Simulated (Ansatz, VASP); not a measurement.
**SnSe: VASP beside Ansatz**

```
Sn Se
1.0
     0.00000    2.89911    3.04407
     2.89911    0.00000    3.04407
     2.89911    2.89911    0.00000
Sn Se
1 1
Direct
  0.00000 0.00000 0.00000
  0.50000 0.50000 0.50000
```

Alike in both runs: task single point; functional LDA; k mesh 10 × 10 × 10; occupations gaussian, width 0.05 eV; no spin polarisation.

|  | VASP | Ansatz |
| --- | --- | --- |
| version | VASP 6.6.1 | Ansatz 0.2.0 |
| potentials or method | VASP PAW LDA potentials, release 64 (Sn_d, Se), cutoff 520 eV | scalar-relativistic, plane waves, PAW |
| valence electrons in the cell | 20 | 30 |

```tsv
	VASP	Ansatz	Ansatz less VASP
gap on the k mesh at the Fermi level (eV)	0.21	0.22	+0.013
least direct gap on the mesh (eV)	0.36	0.37	+0.006
pressure (GPa)	0.6	0.5	-0.13
traceless stress, the component that is largest in VASP (GPa)	-4.41	-4.37	+0.041
```

LDA's correlation is that of Perdew and Zunger in VASP and of Perdew and Wang (1992) in Ansatz. VASP's potentials hold 20 valence electrons a cell and Ansatz's 30, so a difference there can come from the potentials and not from the codes.
